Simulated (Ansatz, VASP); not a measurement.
# MgO: VASP beside Ansatz

```
Mg O
1.0
     2.93802    0.00000    0.00000
    -1.46901    2.54440    0.00000
     0.00000    0.00000    2.76007
Mg O
1 1
Direct
  0.00000 0.00000 0.00000
  0.33333 0.66667 0.50000
```

Change from the starting cell: strain +0.000 along x and y, +0.030 along z, atoms carried along.

Alike in both runs: task single point; functional LDA; k mesh 9 × 9 × 8; occupations gaussian, width 0.05 eV; no spin polarisation.

|  | VASP | Ansatz |
| --- | --- | --- |
| version | VASP 6.6.1 | Ansatz 0.2.0 |
| potentials or method | VASP PAW LDA potentials, release 64 (Mg_sv, O), cutoff 750 eV | scalar-relativistic, plane waves, PAW |
| valence electrons in the cell | 16 | 16 |

Ansatz gave:

| Item | Value |
| --- | --- |
| gap on the k mesh at the Fermi level (eV) | 2.65 |
| least direct gap on the mesh (eV) | 3.08 |
| pressure (GPa) | -13.2 |
| traceless stress, the component that is largest in VASP (GPa) | -11.22 |

Task: What did VASP give for the same quantities?

Result: gap on the k mesh at the Fermi level (eV): 2.66; least direct gap on the mesh (eV): 3.10; pressure (GPa): -13.4; traceless stress, the component that is largest in VASP (GPa): -11.12.

LDA's correlation is that of Perdew and Zunger in VASP and of Perdew and Wang (1992) in Ansatz.
